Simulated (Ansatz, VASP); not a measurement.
**Two plane-wave programs on Ga**

File INCAR:

```
SYSTEM = Ga
PREC = Accurate
ENCUT = 500
EDIFF = 1E-6
ISMEAR = 0
SIGMA = 0.1
LREAL = .False.
LASPH = .True.
NELM = 120
ALGO = Normal
ISIF = 2
LWAVE = .False.
LCHARG = .True.
GGA = PS
LELF = .True.
LVHAR = .True.
NBANDS = 20
GGA_COMPAT = .False.
```

File KPOINTS:

```
Automatic mesh
0
Gamma
  6 6 6
  0 0 0
```

File POSCAR:

```
Ga
1.0
    1.8410551447      1.0629336834      3.4140160361
   -1.8410551447      1.0629336834      3.4140160361
    0.0000000000     -2.1258673668      3.4140160361
Ga
2
Direct
    0.2275400000      0.2275400000      0.2275400000
    0.7724600000      0.7724600000      0.7724600000
```

Input for Ansatz:

```yaml
crystal:
  lattice:
    - [1.8410551447, 1.0629336834, 3.4140160361]
    - [-1.8410551447, 1.0629336834, 3.4140160361]
    - [0.0, -2.1258673668, 3.4140160361]
  atoms:
    - { symbol: Ga, position: [0.22754, 0.22754, 0.22754] }
    - { symbol: Ga, position: [0.77246, 0.77246, 0.77246] }
basis:
  ecutwfc: 420
kpoints:
  mp_grid: { grid: [6, 6, 6] }
hamiltonian:
  xc: pbesol
scf:
  occupations: { method: gaussian, width: 0.1 }
  lower_state_search: "off"
output:
  forces: true
  stress: true
  eigenvalues: true
```

Alike in both runs: task single point; functional PBEsol; k mesh 6 × 6 × 6; occupations gaussian, width 0.1 eV; no spin polarisation.

|  | VASP | Ansatz |
| --- | --- | --- |
| version | VASP 6.6.1 | Ansatz 0.2.0 |
| potentials or method | VASP PAW PBE potentials, release 64 (Ga_d), cutoff 500 eV | scalar-relativistic, plane waves, PAW |
| valence electrons in the cell | 26 | 26 |

|  | VASP | Ansatz | Ansatz less VASP |
| --- | --- | --- | --- |
| gap on the k mesh at the Fermi level (eV) | none | none | - |
| pressure (GPa) | 1.7 | 1.6 | -0.10 |
| traceless stress, the component that is largest in VASP (GPa) | -1.91 | -1.90 | +0.009 |
| rms of the force components (eV/Å) | 0.908 | 0.906 | -0.0015 |

VASP's potentials were made for PBE, not for PBEsol. Atom by atom the forces differ by 0.001 eV/Å (rms over components). A gap of «none» marks a metal or a gap that the smearing closes.
